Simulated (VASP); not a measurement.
# Ta (Im-3m) in VASP: notebook

Runs on Ta. Level: PBE+U. Tasks: single point.

Program: VASP 6.6.1. These are calculated values, not measurements. Logs are shortened: lines on timing, memory, paths and dates and some standing lists are left out, and cuts for length are marked.

### Step 1. The cell of the first run

Symmetry: Im-3m, No. 229, cubic system. Conventional cell: a = 3.305 Å, b = 3.305 Å, c = 3.305 Å, α = 90.00°, β = 90.00°, γ = 90.00°. Ta (site symmetry m-3m) has 14 Ta at 2.86 to 3.31 Å within 3.8 Å.

### Step 2. Single point, PBE+U, collinear spin, ferromagnetic start

Input file INCAR:

```
SYSTEM = Ta
  PREC = Accurate
  ENCUT = 500
  EDIFF = 1E-6
  ISMEAR = 1
  SIGMA = 0.15
  LREAL = .FALSE.
  LASPH = .TRUE.
  NELM = 200
  ALGO = Normal
  ISIF = 2
  LWAVE = .FALSE.
  LCHARG = .FALSE.
  ISPIN = 2
  MAGMOM = 0.65 0.65
  LORBIT = 11
  LMAXMIX = 4
  LDAU = .TRUE.
  LDAUTYPE = 2
  LDAUL = 2
  LDAUU = 1.5
  LDAUJ = 0
  LDAUPRINT = 1
  GGA = PE
  NBANDS = 22
  GGA_COMPAT = .FALSE.
```

Input file KPOINTS:

```
regular mesh
0
G
  3 3 3
  0 0 0
```

Input file POSCAR:

```
Ta
1.0
    3.3052310000      0.0000000000      0.0000000000
    0.0000000000      3.3052310000      0.0000000000
    0.0000000000      0.0000000000      3.3052310000
Ta
2
Direct
    0.0000000000      0.0000000000      0.0000000000
    0.5000000000      0.5000000000      0.5000000000
```

Potentials or basis: VASP PAW PBE potentials, release 64 (Ta_pv).

Started as:

```console
$ cat potpaw_PBE.64/Ta_pv/POTCAR > POTCAR
$ mpirun -np 1 vasp_std > vasp.out
```

OUTCAR:

```text
SYSTEM = Ta
   PREC = Accurate
   ENCUT = 500
   EDIFF = 1E-6
   ISMEAR = 1
   LREAL = .FALSE.
   LASPH = .TRUE.
   NELM = 200
   ISIF = 2
   ISPIN = 2
   LORBIT = 11
   GGA = PE

 ion  position               nearest neighbor table
   1  0.000  0.000  0.000-   2 2.86   2 2.86   2 2.86   2 2.86   2 2.86   2 2.86   2 2.86   2 2.86

   2  0.500  0.500  0.500-   1 2.86   1 2.86   1 2.86   1 2.86   1 2.86   1 2.86   1 2.86   1 2.86

  LATTYP: Found a simple cubic cell.
 ALAT       =     3.3052310000

  Lattice vectors:

 A1 = (   3.3052310000,   0.0000000000,   0.0000000000)
 A2 = (   0.0000000000,   3.3052310000,   0.0000000000)
 A3 = (   0.0000000000,   0.0000000000,   3.3052310000)

Analysis of symmetry for initial positions (statically):
=====================================================================
 Subroutine PRICEL returns following result:

  LATTYP: Found a body centered cubic cell.
 ALAT       =     3.3052310000
[... 12 lines left out ...]
 Subroutine GETGRP returns: Found 48 space group operations
 (whereof 48 operations were pure point group operations)
 out of a pool of 48 trial point group operations.

The static configuration has the point symmetry O_h .

Analysis of symmetry for dynamics (positions and initial velocities):
=====================================================================
 Subroutine PRICEL returns following result:

  LATTYP: Found a body centered cubic cell.
 ALAT       =     3.3052310000
[... 12 lines left out ...]
 Subroutine GETGRP returns: Found 48 space group operations
 (whereof 48 operations were pure point group operations)
 out of a pool of 48 trial point group operations.

The dynamic configuration has the point symmetry O_h .

Analysis of structural, dynamic, and magnetic symmetry:
=====================================================================
 Subroutine PRICEL returns following result:

  LATTYP: Found a body centered cubic cell.
 ALAT       =     3.3052310000
[... 12 lines left out ...]
 Subroutine GETGRP returns: Found 48 space group operations
 (whereof 48 operations were pure point group operations)
 out of a pool of 48 trial point group operations.

The overall configuration has the point symmetry O_h .

 Subroutine INISYM returns: Found 48 space group operations
 (whereof 48 operations are pure point group operations),
 and found     2 'primitive' translations

----------------------------------------------------------------------------------------

                                     Primitive cell
[... 171 lines left out ...]
  o =  0.2638  v =  0.0000  0.0000  0.0000  0.0000  0.0000  0.0000 -1.0000  0.0000  0.0005  0.0000      0.0000  0.0000  0.0000  0.0000  0.0000  0.0000  0.0000  0.0000  0.0000  0.0000
  o =  0.2641  v =  1.0000  0.0000  0.0000  0.0000  0.0000  0.0000  0.0000  0.0000  0.0000  0.0000      0.0000  0.0000  0.0000  0.0000  0.0000  0.0000  0.0000  0.0000  0.0000  0.0000
  o =  0.2641  v =  0.0000 -0.0025 -0.0000 -1.0000 -0.0000  0.0000  0.0000  0.0000  0.0000  0.0000      0.0000  0.0000  0.0000  0.0000  0.0000  0.0000  0.0000  0.0000  0.0000  0.0000
  o =  0.2641  v =  0.0000 -1.0000  0.0000  0.0025  0.0000  0.0000  0.0000  0.0000  0.0000  0.0000      0.0000  0.0000  0.0000  0.0000  0.0000  0.0000  0.0000  0.0000  0.0000  0.0000

 number of electron      22.0000009 magnetization       0.0065812

 Free energy of the ion-electron system (eV)
  ---------------------------------------------------
  ext. energy  EPLUGINS =         0.00000000
  ---------------------------------------------------
  free energy    TOTEN  =       -20.83794788 eV

  energy without entropy =      -20.82548114  energy(sigma->0) =      -20.83379230

 E-fermi :   5.5872     XC(G=0): -12.6264

 val. band max:        5.3528304064   @ k =   0.3333   0.3333   0.0000
 cond. band min:       5.5902408319   @ k =   0.3333   0.3333   0.0000
 fundamental gap:      0.2374104255
 Fermi energy:         5.5872424249

 spin component 1

 k-point     1 :       0.0000    0.0000    0.0000
  band No.  band energies     occupation
      1     -28.5609      1.00000
      2     -28.5609      1.00000
      3     -28.5609      1.00000
      4     -27.7550      1.00000
      5     -27.7550      1.00000
      6     -27.7550      1.00000
[... 89 lines left out ...]
     21      17.6049      0.00000
     22      19.9600      0.00000
 Fermi energy:         5.5872424249

 spin component 2

 k-point     1 :       0.0000    0.0000    0.0000
  band No.  band energies     occupation
      1     -28.5600      1.00000
      2     -28.5600      1.00000
      3     -28.5600      1.00000
      4     -27.7542      1.00000
      5     -27.7542      1.00000
      6     -27.7542      1.00000
[... 89 lines left out ...]
     21      17.6071      0.00000
     22      19.9626      0.00000

------------------------ aborting loop because EDIFF is reached ----------------------------------------

  FORCE on cell =-STRESS in cart. coord.  units (eV):
  Direction    XX          YY          ZZ          XY          YZ          ZX
  --------------------------------------------------------------------------------------
  -------------------------------------------------------------------------------------
  Total        2.7178837      2.7178837      2.7178837      0.0000000      0.0000000      0.0000000
  in kB      120.5968609    120.5968609    120.5968609      0.0000000      0.0000000      0.0000000
  external PRESSURE =     120.5968609 kB  Pullay stress =       0.0000000 kB

 VOLUME and BASIS-vectors are now :
 -----------------------------------------------------------------------------
  energy-cutoff  :      500.00
  volume of cell :       36.11
      direct lattice vectors                 reciprocal lattice vectors
     3.305231000  0.000000000  0.000000000     0.302550714  0.000000000  0.000000000
     0.000000000  3.305231000  0.000000000     0.000000000  0.302550714  0.000000000
     0.000000000  0.000000000  3.305231000     0.000000000  0.000000000  0.302550714

 POSITION                                       TOTAL-FORCE (eV/Angst)
 -----------------------------------------------------------------------------------
      0.00000      0.00000      0.00000         0.000000      0.000000     -0.000000
      1.65262      1.65262      1.65262        -0.000000     -0.000000      0.000000
 -----------------------------------------------------------------------------------
    total drift:                                0.000000      0.000000     -0.000000

  FREE ENERGIE OF THE ION-ELECTRON SYSTEM (eV)
  ---------------------------------------------------
  free  energy   TOTEN  =       -20.8379478829 eV

  energy  without entropy=      -20.8254811421  energy(sigma->0) =      -20.83379230

 total charge

# of ion       s       p       d       tot
------------------------------------------
    1        0.375   6.211   2.291   8.877
    2        0.375   6.211   2.291   8.877
--------------------------------------------------
tot          0.749  12.422   4.582  17.753

 magnetization (x)

# of ion       s       p       d       tot
------------------------------------------
    1        0.000   0.000   0.001   0.002
    2        0.000   0.000   0.001   0.002
--------------------------------------------------
tot          0.000   0.001   0.002   0.003
```

OSZICAR:

```text
N       E                     dE             d eps       ncg     rms          rms(c)
DAV:   1     0.183164662375E+03    0.18316E+03   -0.11279E+04   352   0.979E+02
DAV:   2    -0.163769186475E+02   -0.19954E+03   -0.19352E+03   424   0.316E+02
[... 11 lines left out ...]
DAV:  14    -0.208378825261E+02   -0.14047E-04   -0.52572E-06   412   0.107E-02    0.132E-02
DAV:  15    -0.208379087269E+02   -0.26201E-04   -0.21441E-05   400   0.232E-02    0.843E-03
DAV:  16    -0.208379351680E+02   -0.26441E-04   -0.69179E-05   400   0.416E-02    0.348E-03
DAV:  17    -0.208379374709E+02   -0.23028E-05   -0.23174E-06   400   0.819E-03    0.300E-03
DAV:  18    -0.208379474821E+02   -0.10011E-04   -0.13902E-04   400   0.586E-02    0.274E-03
DAV:  19    -0.208379478829E+02   -0.40077E-06   -0.26362E-06   400   0.917E-03
   1 F= -.20837948E+02 E0= -.20833792E+02  d E =-.124667E-01  mag=     0.0065
```

Run time: 6.1 s. Hardware: 1 thread of Intel Xeon 6975P-C (Granite Rapids), shared host; peak memory 0.14 GiB.

What came out:

```
Free energy                                           : -20.8379 eV
Pressure                                              : 12.1 GPa
Band gap on the k mesh                                : zero (filled and empty bands overlap)
Net moment                                            : 0.01 μB per cell
Valence electrons inside the program's atomic spheres : Ta 8.88
```

Eigenvalues of the final occupation matrices:
```csv
site,spin,trace,eigenvalues
site 1 d,1,1.17,0.19 0.19 0.26 0.26 0.26
site 1 d,2,1.17,0.19 0.19 0.26 0.26 0.26
site 2 d,1,1.17,0.19 0.19 0.26 0.26 0.26
site 2 d,2,1.17,0.19 0.19 0.26 0.26 0.26
```

Caveat: the k points lie up to 0.63 Å⁻¹ apart; spin-orbit coupling is left out, which moves the levels of the heavy elements; the U is typed as a test and isn't derived for this compound.

### Step 3. Single point, PBE+U, collinear spin, ferromagnetic start

Input file INCAR:

```
  PREC = Accurate
  ENCUT = 500
  EDIFF = 1E-6
  ISMEAR = 1
  SIGMA = 0.15
  LREAL = False
  LASPH = True
  NELM = 200
  ALGO = Normal
  ISIF = 2
  LWAVE = False
  LCHARG = False
  ISPIN = 2
  MAGMOM = 0.65 0.65
  LORBIT = 11
  LMAXMIX = 4
  LDAU = True
  LDAUTYPE = 2
  LDAUL = 2
  LDAUU = 1.5
  LDAUJ = 0
  LDAUPRINT = 1
  GGA = PE
  NBANDS = 22
  GGA_COMPAT = False
```

Input file KPOINTS:

```
regular mesh
0
Gamma
  3 3 3
```

POSCAR is that of step 2.

Potentials or basis: VASP PAW PBE potentials, release 64 (Ta_pv).

Started as:

```console
$ cat potpaw_PBE.64/Ta_pv/POTCAR > POTCAR
$ mpirun -np 1 vasp_std > vasp.out
```

It took 6.3 s on 1 thread of Intel Xeon 6975P-C (Granite Rapids), shared host; peak memory 0.14 GiB.

Results (log left out):

```
Free energy                                           : -20.8379 eV
Pressure                                              : 12.1 GPa
Band gap on the k mesh                                : zero (filled and empty bands overlap)
Net moment                                            : 0.01 μB per cell
Valence electrons inside the program's atomic spheres : Ta 8.88
```

Levels at points of the mesh, in eV from the Fermi level:
Spin up:
```csv
k point,band 8,band 9,band 10,band 11,band 12,band 13
"(0.00, 0.00, 0.00)",-3.64,-3.64,0.85,0.85,0.85,4.21
```
Spin down:
```tsv
k point	band 8	band 9	band 10	band 11	band 12	band 13
(0.00, 0.00, 0.00)	-3.64	-3.64	0.85	0.85	0.85	4.21
```

Eigenvalues of the final occupation matrices:
| site | spin | trace | eigenvalues |
| --- | --- | --- | --- |
| site 1 d | 1 | 1.17 | 0.19 0.19 0.26 0.26 0.26 |
| site 1 d | 2 | 1.17 | 0.19 0.19 0.26 0.26 0.26 |
| site 2 d | 1 | 1.17 | 0.19 0.19 0.26 0.26 0.26 |
| site 2 d | 2 | 1.17 | 0.19 0.19 0.26 0.26 0.26 |

Caveat: the k points lie up to 0.63 Å⁻¹ apart; spin-orbit coupling is left out, which moves the levels of the heavy elements; the U is typed as a test and isn't derived for this compound.
